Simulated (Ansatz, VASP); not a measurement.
One calculation of Li3Ta2Sb3, two programs

```
Li Ta Sb
1.0
     5.59936    0.00000    0.00000
     0.00000    5.59936    0.00000
     0.00000    0.00000    5.59936
Li Ta Sb
3 2 3
Direct
  0.00000 0.50000 0.50000
  0.50000 0.00000 0.50000
  0.50000 0.50000 0.00000
  0.00000 0.00000 0.00000
  0.50000 0.50000 0.50000
  0.50000 0.00000 0.00000
  0.00000 0.50000 0.00000
  0.00000 0.00000 0.50000
```

Alike in both runs: task relaxation of cell and atoms; functional PBE; k mesh 8 × 8 × 8; occupations gaussian, width 0.1 eV; no spin polarisation.

|  | VASP | Ansatz |
| --- | --- | --- |
| version | VASP 6.6.1 | Ansatz 0.2.0 |
| potentials or method | VASP PAW PBE potentials, release 64 (Li_sv, Ta_pv, Sb), cutoff 600 eV | scalar-relativistic, plane waves, PAW |
| valence electrons in the cell | 46 | 80 |

```csv
,VASP,Ansatz,Ansatz less VASP
"gap on the k mesh at the Fermi level, each at its own relaxed structure (eV)",none,none,-
relaxed volume (Å³/atom),21.81,21.84,+0.033
relaxed cell length with the largest relative difference (Å),5.588,5.590,+0.0028
```

A gap of «none» marks a metal or a gap that the smearing closes. VASP's potentials hold 46 valence electrons a cell and Ansatz's 80, so a difference there can come from the potentials and not from the codes.

Neither program's run includes spin-orbit coupling. Noted on VASP's run: the cutoff is short for stress, so the pressure is rough.
